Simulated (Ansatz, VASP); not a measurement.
# One calculation of WS, two programs

```
W S
1.0
     0.00000    2.66696    2.66696
     2.66696    0.00000    2.66696
     2.66696    2.66696    0.00000
W S
1 1
Direct
  0.00000 0.00000 0.00000
  0.25000 0.25000 0.25000
```

Alike in both runs: task single point; functional PBE; k mesh 14 × 14 × 14; occupations gaussian, width 0.05 eV; collinear spin; Hubbard terms W d U = 4.0 eV.

```csv
,VASP,Ansatz
version,VASP 6.6.1,Ansatz 0.2.0
potentials or method,"VASP PAW PBE potentials, release 64 (W_sv, S), cutoff 520 eV","scalar-relativistic, plane waves, PAW"
valence electrons in the cell,20,20
```

Ansatz gave:

| Item | Value |
| --- | --- |
| gap on the k mesh at the Fermi level (eV) | none |
| pressure (GPa) | 7.4 |
| net moment per atom (μB) | 0.76 |
| size of the moment on the site where the two differ most (μB) | 0.89 |

Q: What did VASP give for the same quantities?

A: gap on the k mesh at the Fermi level (eV): none; pressure (GPa): 9.6; net moment per atom (μB): 0.73; size of the moment on the site where the two differ most (μB): 1.26.

Site moments also hang on the region over which each program counts them. The programs project onto different local orbitals, so the same U acts differently, and such runs can settle in different states. A gap of «none» marks a metal or a gap that the smearing closes. Ansatz's warnings: filled band counts differ across k points.

Spin-orbit coupling is off throughout.
